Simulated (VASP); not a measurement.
A run of VASP 6.6.1 is set up as follows.

File INCAR:

```
  PREC = Accurate
  ENCUT = 600
  EDIFF = 1E-6
  ISMEAR = -1
  SIGMA = 0.05
  LREAL = F
  LASPH = T
  NELM = 80
  ALGO = Normal
  ISIF = 3
  LWAVE = F
  LCHARG = F
  GGA = PS
  IBRION = 2
  NSW = 100
  EDIFFG = -0.002
```

KPOINTS

```
Automatic mesh
0
Gamma
  18 18 18
```

Contents of POSCAR:

```
AlN
1.0
    0.0000000000      2.1839935596      2.1839935596
    2.1839935596      0.0000000000      2.1839935596
    2.1839935596      2.1839935596      0.0000000000
Al N
1 1
Direct
    0.0000000000      0.0000000000      0.0000000000
    0.2500000000      0.2500000000      0.2500000000
```

Potentials or basis: VASP PAW PBE potentials, release 64 (Al, N).

Run with:

```bash
$ cat potpaw_PBE.64/Al/POTCAR potpaw_PBE.64/N/POTCAR > POTCAR
$ mpirun -np 1 vasp_std > vasp.out
```

(1) Predict the space group after relaxing (to 0.05 Å).

(2) Estimate the relaxed volume.

(3) Predict the relaxed cell.

Answers

(1) F-43m (No. 216).

(2) 10.48 Å³/atom.

(3) a = 3.095 Å, b = 3.095 Å, c = 3.095 Å, α = 60.00°, β = 60.00°, γ = 60.00°.

Caveat: the PAW data sets were made with another functional, which shifts forces and pressure a little.
